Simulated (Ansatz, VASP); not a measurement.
**Two plane-wave programs on Na4IN**

```
Na I N
1.0
     3.91836    0.00000    0.00000
    -1.95918    3.39340    0.00000
     0.00000    0.00000   16.82569
Na I N
4 1 1
Direct
  0.33333 0.66667 0.61871
  0.66667 0.33333 0.03767
  0.66667 0.33333 0.18573
  0.33333 0.66667 0.36159
  0.66667 0.33333 0.48955
  0.33333 0.66667 0.11236
```

Change from the starting cell: species swapped into the MoWS4 type (P3m1, No. 156).

Alike in both runs: functional PBE; k mesh 4 × 4 × 1; occupations gaussian, width 0.15 eV; no spin polarisation.

Ansatz relaxed the structure, and its values are those at the end. VASP's run is a single point on that final structure, the one shown.

|  | VASP | Ansatz |
| --- | --- | --- |
| version | VASP 6.6.1 | Ansatz 0.2.0 |
| potentials or method | VASP PAW PBE potentials, release 64 (Na_pv, I, N), cutoff 600 eV | scalar-relativistic, plane waves, PAW |
| valence electrons in the cell | 40 | 58 |

```csv
,VASP,Ansatz,Ansatz less VASP
gap on the k mesh at the Fermi level (eV),0.13,0.13,0.000
least direct gap on the mesh (eV),0.27,0.27,0.000
rms of the force components (eV/Å),0.018,0.017,-0.0013
```

With one functional, cell and mesh, what is left measures potentials, basis and numerics. VASP's potentials hold 40 valence electrons a cell and Ansatz's 58, so a difference there can come from the potentials and not from the codes.

The k mesh is coarse, so the values compare programs but aren't converged. Neither program's run includes spin-orbit coupling.
